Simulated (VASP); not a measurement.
# P (Cmce) in VASP: notebook

P is run at these levels: PBE+D3(BJ); tasks: single point, relaxation of cell and atoms.

Program: VASP 6.6.1. These are calculated values, not measurements. Logs are shortened: lines on timing, memory, paths and dates and some standing lists are left out, and cuts for length are marked.

**1. The cell of the first run**

The structure is orthorhombic, space group Cmce (No. 64). Conventional cell: a = 3.358 Å, b = 10.103 Å, c = 4.078 Å, α = 90.00°, β = 90.00°, γ = 90.00°. Within 3.1 Å of P (site symmetry m) lie 5 P at 2.24 to 3.09 Å.

**2. Single point, PBE+D3(BJ)**

Input file INCAR:

```
PREC     = Accurate       # precision mode
ENCUT    = 520            # plane-wave cutoff, eV
EDIFF    = 1E-7           # SCF threshold, eV
ISMEAR   = 0              # smearing method
SIGMA    = 0.05           # smearing width, eV
LREAL    = False          # projectors in reciprocal space
LASPH    = True           # aspherical terms in the spheres
NELM     = 80             # most SCF steps
ALGO     = Normal         # electronic algorithm
ISIF     = 2              # what is computed and relaxed
LWAVE    = False          # write WAVECAR
LCHARG   = False          # write CHGCAR
GGA      = PE             # functional
IVDW     = 12             # dispersion correction
NBANDS   = 18             # bands
```

Input file KPOINTS:

```
regular mesh
0
Gamma
  6 6 4
```

Input file POSCAR:

```
P
1.0
    1.6788589304     -5.0513508207      0.0000000000
    1.6788589304      5.0513508207      0.0000000000
    0.0000000000      0.0000000000      4.0778421890
P
4
Direct
    0.8924332617      0.1075667383      0.0685778845
    0.6075667383      0.3924332617      0.5685778845
    0.1075667383      0.8924332617      0.9314221155
    0.3924332617      0.6075667383      0.4314221155
```

Potentials or basis: VASP PAW PBE potentials, release 64 (P).

The run is started by

```console
> cat potpaw_PBE.64/P/POTCAR > POTCAR
> mpirun -np 1 vasp_std > vasp.out
```

OUTCAR:

```text
PREC = Accurate
   ENCUT = 520
   EDIFF = 1E-7
   ISMEAR = 0
   LREAL = False
   LASPH = True
   NELM = 80
   ISIF = 2
   GGA = PE
   IVDW = 12
 IVDW          = 12

 ion  position               nearest neighbor table
   1  0.892  0.108  0.069-   4 2.24   4 2.24   3 2.24
   2  0.608  0.392  0.569-   3 2.24   3 2.24   4 2.24
   3  0.108  0.892  0.931-   2 2.24   2 2.24   1 2.24
   4  0.392  0.608  0.431-   1 2.24   1 2.24   2 2.24

  LATTYP: Found a base centered orthorhombic cell.
 ALAT       =     3.3577178608
 B/A-ratio  =     3.0088000422
 C/A-ratio  =     1.2144683854

  Lattice vectors:

 A1 = (   1.6788589304,  -5.0513508207,   0.0000000000)
 A2 = (   1.6788589304,   5.0513508207,   0.0000000000)
 A3 = (   0.0000000000,   0.0000000000,   4.0778421890)

Analysis of symmetry for initial positions (statically):
=====================================================================
 Subroutine PRICEL returns:
 Original cell was already a primitive cell.

 Routine SETGRP: Setting up the symmetry group for a
 base centered orthorhombic supercell.

 Subroutine GETGRP returns: Found  8 space group operations
 (whereof  4 operations were pure point group operations)
 out of a pool of  8 trial point group operations.

The static configuration has the point symmetry C_2h.
 The point group associated with its full space group is D_2h.

Analysis of symmetry for dynamics (positions and initial velocities):
=====================================================================
 Subroutine PRICEL returns:
 Original cell was already a primitive cell.

 Routine SETGRP: Setting up the symmetry group for a
 base centered orthorhombic supercell.

 Subroutine GETGRP returns: Found  8 space group operations
 (whereof  4 operations were pure point group operations)
 out of a pool of  8 trial point group operations.

The dynamic configuration has the point symmetry C_2h.
 The point group associated with its full space group is D_2h.

 Subroutine INISYM returns: Found  8 space group operations
 (whereof  4 operations are pure point group operations),
 and found     1 'primitive' translations

----------------------------------------------------------------------------------------

                                     Primitive cell

  volume of cell :      69.1643

  direct lattice vectors                    reciprocal lattice vectors
[... 91 lines left out ...]
   EDIFF  = 0.1E-06   stopping-criterion for ELM
   LREAL  =      F    real-space projection
   EDIFFG = 0.1E-05   stopping-criterion for IOM
   NSW    =      0    number of steps for IOM
   IBRION =     -1    ionic relax: 0-MD 1-quasi-New 2-CG
   NFREE  =      0    steps in history (QN), initial steepest desc. (CG)
   ISIF   =      2    stress and relaxation
   ISYM   =      2    0-nonsym 1-usesym 2-fastsym
   POTIM  = 0.5000    time-step for ionic-motion
   TEBEG  =    0.0;   TEEND  =   0.0 temperature during run
   PSTRESS=    0.0 pullay stress
   NELECT =      20.0000    total number of electrons
   NUPDOWN=      -1.0000    fix difference up-down
   EMIN   =  10.00;   EMAX   =-10.00  energy-range for DOS
   EFERMI =   0.00;   METHOD = LEGACY
   ISMEAR =     0;   SIGMA  =   0.05  broadening in eV -4-tet -1-fermi 0-gaus
   EFERMI_NEDOS =   21; number of points for ismear=-14 and -15
   IALGO  =     38    algorithm
   IMIX   =      4    mixing-type and parameters
     AMIX     =   0.40;   BMIX     =  1.00
     AMIX_MAG =   1.60;   BMIX_MAG =  1.00
  volume/ion in A,a.u.               =      17.29       116.69
  Fermi-wavevector in a.u.,A,eV,Ry     =   1.082574  2.045768 15.945561  1.171966
  Thomas-Fermi vector in A             =   2.218618
   LORBIT       =      0    0 simple, 1 ext, 2 COOP (PROOUT), +10 PAW based schemes
   GGA     = PE    functional components
   LHFCALC =     F    Hartree Fock is set to
   AEXX    =    0.0000 exact exchange contribution
   IVDW    =    12    specifies the selected vdW correction
   LEPSILON=     F    determine dielectric tensor
   LRPA    =     F    only Hartree local field effects (RPA)
 non-spin polarized calculation
 Gauss-broadening in eV      SIGMA  =   0.05
  energy-cutoff  :      520.00
  volume of cell :       69.16
 maximum number of plane-waves:      1888
   NGX = 19   NGY = 19   NGZ = 15

 number of electron      19.9999998 magnetization

 Free energy of the ion-electron system (eV)
  ---------------------------------------------------
  ext. energy  EPLUGINS =         0.00000000
  ---------------------------------------------------
  free energy    TOTEN  =       -21.34144415 eV

  energy without entropy =      -21.34044208  energy(sigma->0) =      -21.34094312

 E-fermi :   7.6395     XC(G=0): -10.3769

 val. band max:        7.2949668163   @ k =   0.5000   0.3333   0.0000
 cond. band min:       7.6463279890   @ k =   0.5000   0.1667   0.0000
 fundamental gap:      0.3513611728
 Fermi energy:         7.6394559449

 k-point     1 :       0.0000    0.0000    0.0000
  band No.  band energies     occupation
      1      -8.4114      2.00000
      2      -4.8913      2.00000
      3      -1.3804      2.00000
      4       0.2378      2.00000
      5       2.4932      2.00000
      6       3.3955      2.00000
[... 481 lines left out ...]
      5       1.4875      2.00000
      6       3.2400      2.00000
[... 10 lines left out ...]
     17      12.9967      0.00000
     18      14.5231      0.00000

 [... further k-points ...]

------------------------ aborting loop because EDIFF is reached ----------------------------------------

 Edisp (eV)   -1.62553

 E8    (eV) :    -0.6155

  FORCE on cell =-STRESS in cart. coord.  units (eV):
  Direction    XX          YY          ZZ          XY          YZ          ZX
  --------------------------------------------------------------------------------------
  -------------------------------------------------------------------------------------
  Total      -0.14944    -0.16301    -0.13408     0.00000     0.00000     0.00000
  in kB      -3.46185    -3.77609    -3.10604     0.00000     0.00000     0.00000
  external pressure =       -3.45 kB  Pullay stress =        0.00 kB

 VOLUME and BASIS-vectors are now :
 -----------------------------------------------------------------------------
  energy-cutoff  :      520.00
  volume of cell :       69.16
      direct lattice vectors                 reciprocal lattice vectors
     1.678858930 -5.051350821  0.000000000     0.297821330 -0.098983424  0.000000000
     1.678858930  5.051350821  0.000000000     0.297821330  0.098983424  0.000000000
     0.000000000  0.000000000  4.077842189     0.000000000  0.000000000  0.245227734

 POSITION                                       TOTAL-FORCE (eV/Angst)
 -----------------------------------------------------------------------------------
      1.67886     -3.96464      0.27965         0.000000     -0.049593      0.047788
      1.67886     -1.08671      2.31857         0.000000      0.049593      0.047788
      1.67886      3.96464      3.79819         0.000000      0.049593     -0.047788
      1.67886      1.08671      1.75927         0.000000     -0.049593     -0.047788
 -----------------------------------------------------------------------------------
    total drift:                               -0.000000      0.000000     -0.000000

  FREE ENERGIE OF THE ION-ELECTRON SYSTEM (eV)
  ---------------------------------------------------
  free  energy   TOTEN  =       -22.9669736013 eV

  energy  without entropy=      -22.9659715306  energy(sigma->0) =      -22.96647257
```

OSZICAR:

```text
N       E                     dE             d eps       ncg     rms          rms(c)
DAV:   1     0.534529361797E+02    0.53453E+02   -0.83273E+03  1404   0.950E+02
DAV:   2    -0.181843231111E+02   -0.71637E+02   -0.69168E+02  1888   0.152E+02
DAV:   3    -0.214362933153E+02   -0.32520E+01   -0.32267E+01  1818   0.317E+01
DAV:   4    -0.214672943282E+02   -0.31001E-01   -0.30976E-01  1826   0.377E+00
DAV:   5    -0.214677085501E+02   -0.41422E-03   -0.41418E-03  1772   0.416E-01    0.103E+01
DAV:   6    -0.213787697959E+02    0.88939E-01   -0.44298E-02  1710   0.117E+00    0.610E+00
DAV:   7    -0.213415415078E+02    0.37228E-01   -0.80349E-02  1672   0.158E+00    0.273E-01
DAV:   8    -0.213413868483E+02    0.15466E-03   -0.88780E-03  1590   0.558E-01    0.146E-01
DAV:   9    -0.213414278946E+02   -0.41046E-04   -0.46690E-04  1836   0.125E-01    0.700E-02
DAV:  10    -0.213414369592E+02   -0.90646E-05   -0.59719E-05  1710   0.416E-02    0.281E-02
DAV:  11    -0.213414437436E+02   -0.67844E-05   -0.10756E-05  1638   0.221E-02    0.843E-03
DAV:  12    -0.213414441704E+02   -0.42682E-06   -0.63269E-07  1832   0.510E-03    0.216E-03
DAV:  13    -0.213414441506E+02    0.19860E-07   -0.69811E-08   926   0.175E-03
   1 F= -.22966974E+02 E0= -.22966473E+02  d E =-.100207E-02
```

stdout:

```text
POSCAR found type information on POSCAR P
 POSCAR found :  1 types and       4 ions
 scaLAPACK will be used
 LDA part: xc-table for (Slater+PW92), standard interpolation
 POSCAR, INCAR and KPOINTS ok, starting setup
 FFT: planning ... GRIDC
 FFT: planning ... GRID_SOFT
 FFT: planning ... GRID
 WAVECAR not read
 entering main loop
```

Run time: 84 s. Hardware: 1 thread of Intel Xeon 8259CL, shared host; peak memory 0.22 GiB.

What came out:

| Quantity | Value |
| --- | --- |
| Free energy | -22.9670 eV |
| Pressure | -0.3 GPa |
| Largest force | 0.069 eV/Å |
| Band gap on the k mesh | zero (bands 10 and 11 overlap by 0.03 eV) |
| Dispersion energy per atom | -0.406 eV |

Forces in eV/Å, atoms in the order of the input:
```
P    0.000 -0.050  0.048
P    0.000  0.050  0.048
P    0.000  0.050 -0.048
P    0.000 -0.050 -0.048
```

Levels at points of the mesh, in eV from the Fermi level:
```csv
k point,band 7,band 8,band 9,band 10,band 11,band 12,band 13,band 14
"(0.00, 0.00, 0.00)",-4.12,-2.82,-2.78,-1.34,1.18,1.27,1.79,3.51
"(0.50, 0.00, 0.00)",-3.14,-3.14,-2.64,-2.64,0.74,0.74,1.19,1.19
"(0.50, 0.50, 0.00)",-4.57,-2.24,-1.88,-0.44,0.29,0.70,2.39,3.18
"(0.00, 0.00, 0.50)",-3.16,-3.16,-0.81,-0.81,1.33,1.33,1.93,1.93
"(0.50, 0.00, 0.50)",-5.80,-5.80,-2.17,-2.17,1.59,1.59,5.08,5.08
"(0.50, 0.50, 0.50)",-2.37,-2.37,-1.19,-1.19,1.26,1.26,2.57,2.57
```

Caveat: the k points lie up to 0.39 Å⁻¹ apart.

**3. Relaxation of cell and atoms, PBE+D3(BJ)**

This run uses another cell than the first one, of 19.03 Å³/atom.

Input file INCAR:

```
SYSTEM = P
PREC = Accurate
ENCUT = 600
EDIFF = 1E-6
ISMEAR = 0
SIGMA = 0.05
LREAL = .FALSE.
LASPH = .TRUE.
NELM = 80
ALGO = Normal
ISIF = 3
LWAVE = .FALSE.
LCHARG = .FALSE.
GGA = PE
IVDW = 12
IBRION = 2
NSW = 80
EDIFFG = -0.03
```

Input file KPOINTS:

```
Automatic mesh
0
G
  6 6 4
  0 0 0
```

Input file POSCAR:

```
P
1.0
    1.6582000000     -5.2420000000      0.0000000000
    1.6582000000      5.2420000000      0.0000000000
    0.0000000000      0.0000000000      4.3793000000
P
4
Direct
    0.8983800000      0.1016200000      0.0806800000
    0.6016200000      0.3983800000      0.5806800000
    0.1016200000      0.8983800000      0.9193200000
    0.3983800000      0.6016200000      0.4193200000
```

Potentials or basis: VASP PAW PBE potentials, release 64 (P).

The run is started by

```console
> cat potpaw_PBE.64/P/POTCAR > POTCAR
> mpirun -np 1 vasp_std > vasp.out
```

It took 8.4 min on 1 thread of Intel Xeon 8259CL, shared host; peak memory 0.3 GiB.

Results (log left out):

```
Free energy                           : -22.9684 eV
Relaxed volume                        : 17.47 Å³/atom
Relaxed cell                          : a = 5.334 Å, b = 5.334 Å, c = 4.123 Å, α = 90.00°, β = 90.00°, γ = 143.44°
Space group after relaxing (to 0.1 Å) : Cmce (No. 64)
Energy gained by relaxing             : 10.8 meV/atom
Ionic steps                           : 9
Pressure after relaxing               : -0.1 GPa
Largest force after relaxing          : 0.024 eV/Å
Band gap on the k mesh                : zero (bands 10 and 11 overlap by 0.03 eV)
Dispersion energy per atom            : -0.402 eV
```

Forces in eV/Å, atoms in the order of the input:
```
P    0.000  0.015 -0.019
P    0.000 -0.015 -0.019
P    0.000 -0.015  0.019
P    0.000  0.015  0.019
```

Stress tensor (GPa, compression positive):
```
-0.17  0.00  0.00
 0.00  0.06  0.00
 0.00  0.00 -0.07
```

Step by step:
| step | energy change (eV) | largest force (eV/Å) | pressure (GPa) | volume (Å³) |
| --- | --- | --- | --- | --- |
| 1 | 0.0000 | 0.0752 | -1.35 | 76.13 |
| 2 | -0.0083 | 0.2240 | 0.31 | 74.38 |
| 3 | -0.0083 | 0.2166 | 0.24 | 74.46 |
| 4 | -0.0172 | 0.1467 | 0.21 | 73.70 |
| 5 | -0.0302 | 0.1387 | 0.07 | 71.43 |
| 6 | -0.0391 | 0.0382 | -0.11 | 70.82 |
| 7 | -0.0423 | 0.0695 | -0.25 | 70.18 |
| 8 | -0.0428 | 0.0606 | 0.08 | 69.67 |
| 9 | -0.0432 | 0.0243 | -0.06 | 69.87 |

Final structure:
```
P
1.0
     1.67295   -5.06508    0.00000
     1.67295    5.06508    0.00000
     0.00000    0.00000    4.12304
P
4
Direct
  0.89331 0.10669 0.07110
  0.60669 0.39331 0.57110
  0.10669 0.89331 0.92890
  0.39331 0.60669 0.42890
```

Levels at points of the mesh, in eV from the Fermi level:
| k point | band 8 | band 9 | band 10 | band 11 | band 12 | band 13 |
| --- | --- | --- | --- | --- | --- | --- |
| (0.00, 0.00, 0.00) | -2.80 | -2.78 | -1.36 | 1.16 | 1.16 | 1.80 |
| (0.50, 0.00, 0.00) | -3.20 | -2.65 | -2.65 | 0.81 | 0.81 | 1.15 |
| (0.50, 0.50, 0.00) | -2.24 | -1.80 | -0.34 | 0.35 | 0.65 | 2.37 |
| (0.00, 0.00, 0.50) | -3.19 | -0.88 | -0.88 | 1.37 | 1.37 | 2.06 |
| (0.50, 0.00, 0.50) | -5.78 | -2.13 | -2.13 | 1.62 | 1.62 | 4.89 |
| (0.50, 0.50, 0.50) | -2.39 | -1.24 | -1.24 | 1.29 | 1.29 | 2.77 |

The gap in the log of VASP goes by the Fermi energy; the results here count the filled bands.